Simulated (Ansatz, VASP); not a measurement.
# TaRu: VASP beside Ansatz

```
CELL_PARAMETERS angstrom
3.24951 0.00000 0.00000
0.00000 3.24951 0.00000
0.00000 0.00000 3.24951
ATOMIC_POSITIONS crystal
Ta 0.50000 0.50000 0.50000
Ru 0.00000 0.00000 0.00000
```

Change from the starting cell: volume scaled by 1.06.

Alike in both runs: task single point; functional LDA; k mesh 13 × 13 × 13; occupations fermi-dirac, width 0.03 eV; no spin polarisation.

|  | VASP | Ansatz |
| --- | --- | --- |
| version | VASP 6.6.1 | Ansatz 0.2.0 |
| potentials or method | VASP PAW LDA potentials, release 64 (Ta_pv, Ru_pv), cutoff 520 eV | all-electron LAPW, scalar-relativistic |

```tsv
	VASP	Ansatz	Ansatz less VASP
pressure (GPa)	-26.5	-26.9	-0.45
```

LDA's correlation is that of Perdew and Zunger in VASP and of Perdew and Wang (1992) in Ansatz. Ansatz ran all-electron here, and VASP with PAW potentials.

Neither program's run includes spin-orbit coupling.
